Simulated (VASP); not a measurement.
Write the native input for VASP 6.6.1 that does the following.

```
Task                   : single point
Functional             : PBE
Potentials or basis    : VASP PAW PBE potentials, release 64 (Ir)
Cutoff                 : 520 eV
k mesh                 : 22 × 22 × 22
Occupations            : gaussian, width 0.15 eV
Spin                   : no spin polarisation
Dipole correction      : no
Further INCAR settings : ALGO = Fast; EDIFF = 1e-07; NBANDS = 10
```

The structure of Ir lies in POSCAR:

```
Ir
1.0
    0.0000000000      2.2549442970      1.4936751023
    2.2549442970      0.0000000000      1.4936751023
    2.2549442970      2.2549442970      0.0000000000
Ir
1
Direct
    0.0000000000      0.0000000000      0.0000000000
```

The input as run:

INCAR

```
ALGO = Fast
EDIFF = 1E-7
ENCUT = 520
GGA = PE
ISIF = 2
ISMEAR = 0
LASPH = True
LCHARG = False
LREAL = False
LWAVE = False
NBANDS = 10
NELM = 60
PREC = Accurate
SIGMA = 0.15
```

KPOINTS

```
k-points
0
Gamma
  22 22 22
```

Potentials or basis: VASP PAW PBE potentials, release 64 (Ir).

Command:

```sh
$ cat potpaw_PBE.64/Ir/POTCAR > POTCAR
$ mpirun -np 1 vasp_std > vasp.out
```

Results of the run:

* Pressure: -3.6 GPa
* Band gap on the k mesh: zero (an odd number of electrons rules out a gap without spin polarisation)

Caveat: the stress differs along the axes, from -22 to 6 GPa; spin-orbit coupling is left out, which moves the levels of the heavy elements.

Wall time 2.7 min on 1 thread of Intel Xeon 8259CL, on a shared host, peak memory 0.25 GiB.
